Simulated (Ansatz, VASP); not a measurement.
# One calculation of Si, two programs

The input INCAR:

```
SYSTEM = Si
PREC     = Accurate       ! precision mode
ENCUT    = 520            ! plane-wave cutoff, eV
EDIFF    = 1E-6           ! SCF threshold, eV
ISMEAR   = -1             ! smearing method
SIGMA    = 0.05           ! smearing width, eV
LREAL    = .False.        ! projectors in reciprocal space
LASPH    = .True.         ! aspherical terms in the spheres
NELM     = 60             ! most SCF steps
ALGO     = Normal         ! electronic algorithm
ISIF     = 2              ! what is computed and relaxed
LWAVE    = .False.        ! write WAVECAR
LCHARG   = .False.        ! write CHGCAR
GGA      = PS             ! functional
NBANDS   = 8              ! bands
```

The input KPOINTS:

```
regular mesh
0
Gamma
  12 12 11
  0 0 0
```

The input POSCAR:

```
Si
1.0
    2.6029547493      0.0000000000      0.0000000000
   -1.3014773747      2.2542249378      0.0000000000
    0.0000000000      0.0000000000      2.4498011772
Si
1
Direct
    0.0000000000      0.0000000000      0.0000000000
```

File input.yaml:

```yaml
crystal:
  lattice:
    - [2.6029547493, 0.0, 0.0]
    - [-1.3014773747, 2.2542249378, 0.0]
    - [0.0, 0.0, 2.4498011772]
  atoms:
    - { symbol: Si, position: [0.0, 0.0, 0.0] }
kpoints:
  mp_grid: { grid: [12, 12, 11] }
scf:
  occupations: { method: fermi_dirac, width: 0.05 }
hamiltonian:
  xc: pbesol
  pseudopotentials: { kind: all_electron, lapw: { basis_error: 0.0005 } }
output:
  forces: true
  stress: true
  eigenvalues: true
```

Change from the starting cell: volume scaled by 0.98.

Alike in both runs: task single point; functional PBEsol; k mesh 12 × 12 × 11; occupations fermi-dirac, width 0.05 eV; no spin polarisation.

|  | VASP | Ansatz |
| --- | --- | --- |
| version | VASP 6.6.1 | Ansatz 0.2.0 |
| potentials or method | VASP PAW PBE potentials, release 64 (Si), cutoff 520 eV | all-electron LAPW, scalar-relativistic |

|  | VASP | Ansatz | Ansatz less VASP |
| --- | --- | --- | --- |
| gap on the k mesh at the Fermi level (eV) | none | none | - |
| pressure (GPa) | 3.2 | 3.1 | -0.17 |
| traceless stress, the component that is largest in VASP (GPa) | 3.34 | 3.26 | -0.081 |

VASP's potentials were made for PBE, not for PBEsol. A gap of «none» marks a metal or a gap that the smearing closes. Ansatz ran all-electron here, and VASP with PAW potentials.
